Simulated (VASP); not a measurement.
Crystal: AlFe2.

```
CELL_PARAMETERS angstrom
0.00000 3.35132 3.35132
3.35132 0.00000 3.35132
3.35132 3.35132 0.00000
ATOMIC_POSITIONS crystal
Al 0.25000 0.25000 0.25000
Al 0.00000 0.00000 0.00000
Fe 0.62500 0.12500 0.62500
Fe 0.62500 0.62500 0.12500
Fe 0.12500 0.62500 0.62500
Fe 0.62500 0.62500 0.62500
```

Base run:

| Item | Value |
| --- | --- |
| Program | VASP 6.6.1 |
| Functional | PBEsol |
| Potentials or basis | VASP PAW PBE potentials, release 64 (Al, Fe) |
| Cutoff | 520 eV |
| k mesh | 10 × 10 × 10 |
| Occupations | gaussian, width 0.1 eV |
| Spin | collinear spin, ferromagnetic start |
| Starting moments | [0.0, 0.0, 4.0, 4.0, 4.0, 4.0] μB |

Its results: pressure -7.4 GPa; site moments Al -0.05; Fe +1.77 μB.

The run is repeated on the same cell with these changes: moments at the start from [0.0, 0.0, 4.0, 4.0, 4.0, 4.0] to [0.6, 0.6, 3.81, 3.81, 3.81, 3.81]; fixed moment from none to 17.5 μB. What comes out?

Pressure 44.6 GPa; site moments Al +0.25; Fe +3.69 μB.

Caveats: the PAW data sets were made with another functional, which shifts forces and pressure a little; the cell stands under tension (at least some runs); the moment is held away from its start (at least some runs); the cell stands under pressure (at least some runs); the total moment is fixed, so each spin has its own Fermi level and the state may be an excited one (at least some runs).
